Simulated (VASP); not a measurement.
# Cs (Pm-3m) in VASP: further runs, part 2 of 2

VASP 6.6.1. Earlier steps stand in the parts before.

### Step 3. Single point, PBEsol

This run uses another cell than the first one, of 25.00 Å³/atom, 0.915 times its volume.

INCAR

```
SYSTEM = Cs
ALGO = Normal
EDIFF = 1E-7
ENCUT = 520
GGA = PS
ISIF = 2
ISMEAR = 1
LASPH = .True.
LCHARG = .False.
LREAL = .False.
LWAVE = .False.
NBANDS = 10
NELM = 80
PREC = Accurate
SIGMA = 0.05
```

KPOINTS

```
k-points
0
Gamma
  4 4 4
  0 0 0
```

POSCAR

```
Cs
1.0
    2.9238713011      0.0000000000      0.0000000000
    0.0000000000      2.9238713011      0.0000000000
    0.0000000000      0.0000000000      2.9238713011
Cs
1
Direct
    0.0000000000      0.0000000000      0.0000000000
```

Potentials or basis: VASP PAW PBE potentials, release 64 (Cs_sv).

Command:

```
cat potpaw_PBE.64/Cs_sv/POTCAR > POTCAR
mpirun -np 1 vasp_std > vasp.out
```

OUTCAR:

```text
SYSTEM = Cs
   EDIFF = 1E-7
   ENCUT = 520
   GGA = PS
   ISIF = 2
   ISMEAR = 1
   LASPH = .True.
   LREAL = .False.
   NELM = 80
   PREC = Accurate

 ion  position               nearest neighbor table
   1  0.000  0.000  0.000-

  LATTYP: Found a simple cubic cell.
 ALAT       =     2.9238713011

  Lattice vectors:

 A1 = (   2.9238713011,   0.0000000000,   0.0000000000)
 A2 = (   0.0000000000,   2.9238713011,   0.0000000000)
 A3 = (   0.0000000000,   0.0000000000,   2.9238713011)

Analysis of symmetry for initial positions (statically):
=====================================================================
 Subroutine PRICEL returns:
 Original cell was already a primitive cell.

 Routine SETGRP: Setting up the symmetry group for a
 simple cubic supercell.

 Subroutine GETGRP returns: Found 48 space group operations
 (whereof 48 operations were pure point group operations)
 out of a pool of 48 trial point group operations.

The static configuration has the point symmetry O_h .

Analysis of symmetry for dynamics (positions and initial velocities):
=====================================================================
 Subroutine PRICEL returns:
 Original cell was already a primitive cell.

 Routine SETGRP: Setting up the symmetry group for a
 simple cubic supercell.

 Subroutine GETGRP returns: Found 48 space group operations
 (whereof 48 operations were pure point group operations)
 out of a pool of 48 trial point group operations.

The dynamic configuration has the point symmetry O_h .

 Subroutine INISYM returns: Found 48 space group operations
 (whereof 48 operations are pure point group operations),
 and found     1 'primitive' translations

[... 98 lines left out ...]
  volume/ion in A,a.u.               =      25.00       168.68
  Fermi-wavevector in a.u.,A,eV,Ry     =   1.164655  2.200879 18.455242  1.356422
  Thomas-Fermi vector in A             =   2.301191
   LORBIT       =      0    0 simple, 1 ext, 2 COOP (PROOUT), +10 PAW based schemes
   GGA     = PS    functional components
   LHFCALC =     F    Hartree Fock is set to
   AEXX    =    0.0000 exact exchange contribution
   IVDW    =     0    specifies the selected vdW correction
   LEPSILON=     F    determine dielectric tensor
   LRPA    =     F    only Hartree local field effects (RPA)
 non-spin polarized calculation
 Methfessel and Paxton  Order N= 1 SIGMA  =   0.05
  energy-cutoff  :      520.00
  volume of cell :       25.00
 maximum number of plane-waves:       691
 NGX is ok and might be reduce to    24
   NGX = 11   NGY = 11   NGZ = 11

 number of electron       9.0000000 magnetization

 Free energy of the ion-electron system (eV)
  ---------------------------------------------------
  ext. energy  EPLUGINS =         0.00000000
  ---------------------------------------------------
  free energy    TOTEN  =         1.58599518 eV

  energy without entropy =        1.58832867  energy(sigma->0) =        1.58677301

 E-fermi :   7.2619     XC(G=0): -11.3276

 val. band max:        7.2518226895   @ k =   0.5000   0.2500   0.2500
 cond. band min:       7.6779979169   @ k =   0.0000   0.0000   0.0000
 fundamental gap:      0.4261752274
 Fermi energy:         7.2618927635

 k-point     1 :       0.0000    0.0000    0.0000
  band No.  band energies     occupation
      1     -18.4211      2.00000
      2      -0.5119      2.00000
      3      -0.5119      2.00000
      4      -0.5119      2.00000
      5       7.6780     -0.00000
      6       7.6780     -0.00000
      7       8.0231     -0.00000
      8      21.2644      0.00000
      9      21.2644      0.00000
     10      21.2644      0.00000
[... 105 lines left out ...]
 k-point    10 :       0.5000    0.5000    0.5000
  band No.  band energies     occupation
      1     -14.0253      2.00000
      2      -4.7639      2.00000
      3      -4.7639      2.00000
      4      -4.7639      2.00000
      5       6.5426      2.00000
      6       6.5426      2.00000
      7       6.5426      2.00000
      8      11.3229      0.00000
      9      27.1828      0.00000
     10      27.1828      0.00000

------------------------ aborting loop because EDIFF is reached ----------------------------------------

  FORCE on cell =-STRESS in cart. coord.  units (eV):
  Direction    XX          YY          ZZ          XY          YZ          ZX
  --------------------------------------------------------------------------------------
  -------------------------------------------------------------------------------------
  Total        7.4329712      7.4329712      7.4329712      0.0000000      0.0000000     -0.0000000
  in kB      476.4290963    476.4290963    476.4290963      0.0000000      0.0000000     -0.0000000
  external PRESSURE =     476.4290963 kB  Pullay stress =       0.0000000 kB

 VOLUME and BASIS-vectors are now :
 -----------------------------------------------------------------------------
  energy-cutoff  :      520.00
  volume of cell :       25.00
      direct lattice vectors                 reciprocal lattice vectors
     2.923871301  0.000000000  0.000000000     0.342012318  0.000000000  0.000000000
     0.000000000  2.923871301  0.000000000     0.000000000  0.342012318  0.000000000
     0.000000000  0.000000000  2.923871301     0.000000000  0.000000000  0.342012318

 POSITION                                       TOTAL-FORCE (eV/Angst)
 -----------------------------------------------------------------------------------
      0.00000      0.00000      0.00000         0.000000      0.000000      0.000000
 -----------------------------------------------------------------------------------
    total drift:                                0.000000      0.000000      0.000000

  FREE ENERGIE OF THE ION-ELECTRON SYSTEM (eV)
  ---------------------------------------------------
  free  energy   TOTEN  =         1.5859951785 eV

  energy  without entropy=        1.5883286722  energy(sigma->0) =        1.58677301
```

OSZICAR:

```text
N       E                     dE             d eps       ncg     rms          rms(c)
DAV:   1     0.441908696354E+02    0.44191E+02   -0.44244E+03   200   0.774E+02
DAV:   2     0.303068693905E+01   -0.41160E+02   -0.39001E+02   268   0.138E+02
DAV:   3     0.148811463842E+01   -0.15426E+01   -0.15409E+01   236   0.266E+01
DAV:   4     0.148411164353E+01   -0.40030E-02   -0.40027E-02   244   0.149E+00
DAV:   5     0.148410676450E+01   -0.48790E-05   -0.48784E-05   224   0.523E-02    0.115E+00
DAV:   6     0.155464093716E+01    0.70534E-01   -0.48315E-02   214   0.122E+00    0.590E-01
DAV:   7     0.158532355018E+01    0.30683E-01   -0.54551E-02   202   0.132E+00    0.137E-01
DAV:   8     0.158599006436E+01    0.66651E-03   -0.57874E-04   240   0.188E-01    0.224E-02
DAV:   9     0.158599167738E+01    0.16130E-05   -0.98617E-06   230   0.202E-02    0.103E-02
DAV:  10     0.158599518418E+01    0.35068E-05   -0.50815E-07   248   0.749E-03    0.562E-04
DAV:  11     0.158599517846E+01   -0.57204E-08   -0.32401E-08   144   0.111E-03
   1 F= 0.15859952E+01 E0= 0.15867730E+01  d E =-.233349E-02
```

stdout:

```text
POSCAR found type information on POSCAR Cs
 POSCAR found :  1 types and       1 ions
 scaLAPACK will be used
 -----------------------------------------------------------------------------
|                                                                             |
|                                                                             |
|     You enforced a specific xc type in the INCAR file but a different       |
|     I HOPE YOU KNOW WHAT YOU ARE DOING!                                     |
|                                                                             |
 -----------------------------------------------------------------------------

 LDA part: xc-table for (Slater+PW92), standard interpolation
 POSCAR, INCAR and KPOINTS ok, starting setup
 FFT: planning ... GRIDC
 FFT: planning ... GRID_SOFT
 FFT: planning ... GRID
 WAVECAR not read
 entering main loop
```

Wall time 3.7 s (1 thread of Intel Xeon Platinum 8559C (Emerald Rapids), shared host); peak memory 0.13 GiB.

Results:

```yaml
Free_energy: 1.5860 eV
Pressure: 47.6 GPa
```

Levels at points of the mesh, in eV from the Fermi level:
```
           k point  band 1  band 2  band 3  band 4  band 5  band 6  band 7  band 8
(0.00, 0.00, 0.00)  -25.68   -7.77   -7.77   -7.77    0.42    0.42    0.76   14.00
(0.50, 0.00, 0.00)  -24.24  -14.63   -6.72   -6.72    2.17    3.89    5.55    6.25
(0.50, 0.50, 0.00)  -22.78  -13.25  -13.25   -5.74   -3.17    5.20    8.08    8.08
(0.50, 0.50, 0.50)  -21.29  -12.03  -12.03  -12.03   -0.72   -0.72   -0.72    4.06
```

Caveat: the k points lie up to 0.54 Å⁻¹ apart; the PAW data sets were made with another functional, which shifts forces and pressure a little; spin-orbit coupling is left out, which moves the levels of the heavy elements.

### Step 4. Single point, PBEsol

This run uses another cell than the first one, of 31.60 Å³/atom, 1.157 times its volume.

INCAR

```
PREC     = Accurate       # precision mode
ENCUT    = 520            # plane-wave cutoff, eV
EDIFF    = 1E-6           # SCF threshold, eV
ISMEAR   = 1              # smearing method
SIGMA    = 0.05           # smearing width, eV
LREAL    = False          # projectors in reciprocal space
LASPH    = True           # aspherical terms in the spheres
NELM     = 60             # most SCF steps
ALGO     = Normal         # electronic algorithm
ISIF     = 2              # what is computed and relaxed
LWAVE    = False          # write WAVECAR
LCHARG   = False          # write CHGCAR
GGA      = PS             # functional
NBANDS   = 10             # bands
```

KPOINTS

```
Automatic mesh
0
Gamma
  4 4 4
```

POSCAR

```
Cs
1.0
    3.1616183207      0.0000000000      0.0000000000
    0.0000000000      3.1616183207      0.0000000000
    0.0000000000      0.0000000000      3.1616183207
Cs
1
Direct
    0.0000000000      0.0000000000      0.0000000000
```

Command:

```
cat potpaw_PBE.64/Cs_sv/POTCAR > POTCAR
mpirun -np 1 vasp_std > vasp.out
```

It took 3.8 s on 1 thread of Intel Xeon Platinum 8559C (Emerald Rapids), shared host; peak memory 0.13 GiB.

It converged, with:

- Free energy: 0.3993 eV
- Pressure: 15.8 GPa

Levels at points of the mesh, in eV from the Fermi level:
| k point | band 2 | band 3 | band 4 | band 5 | band 6 | band 7 | band 8 | band 9 |
| --- | --- | --- | --- | --- | --- | --- | --- | --- |
| (0.00, 0.00, 0.00) | -8.80 | -8.80 | -8.80 | -0.68 | 0.46 | 0.46 | 11.33 | 11.33 |
| (0.50, 0.00, 0.00) | -13.46 | -8.17 | -8.17 | 1.84 | 2.15 | 4.12 | 5.29 | 5.29 |
| (0.50, 0.50, 0.00) | -12.54 | -12.54 | -7.59 | -2.39 | 3.67 | 6.71 | 6.71 | 8.15 |
| (0.50, 0.50, 0.50) | -11.74 | -11.74 | -11.74 | -0.37 | -0.37 | -0.37 | 3.95 | 15.92 |

Caveat: the k points lie up to 0.50 Å⁻¹ apart; the PAW data sets were made with another functional, which shifts forces and pressure a little; spin-orbit coupling is left out, which moves the levels of the heavy elements.

### Step 5. The runs side by side

```tsv
cell	gap on the mesh (eV)	pressure (GPa)
a = 3.011 Å, 1 atom	none	31.7
a = 2.924 Å, 1 atom	none	47.6
a = 3.162 Å, 1 atom	none	15.8
```

Alike in all rows: task single point; level PBEsol; potentials or basis VASP PAW PBE potentials, release 64 (Cs_sv); no spin polarisation; k mesh 4 × 4 × 4; cutoff (eV) 520; smearing methfessel-paxton 0.05 eV.

Caveats: all runs use coarse meshes; the PAW data sets were made with another functional, which shifts forces and pressure a little; spin-orbit coupling is left out, which moves the levels of the heavy elements.

Total energies depend on the potentials used, so only differences within one code and one set of settings carry meaning.
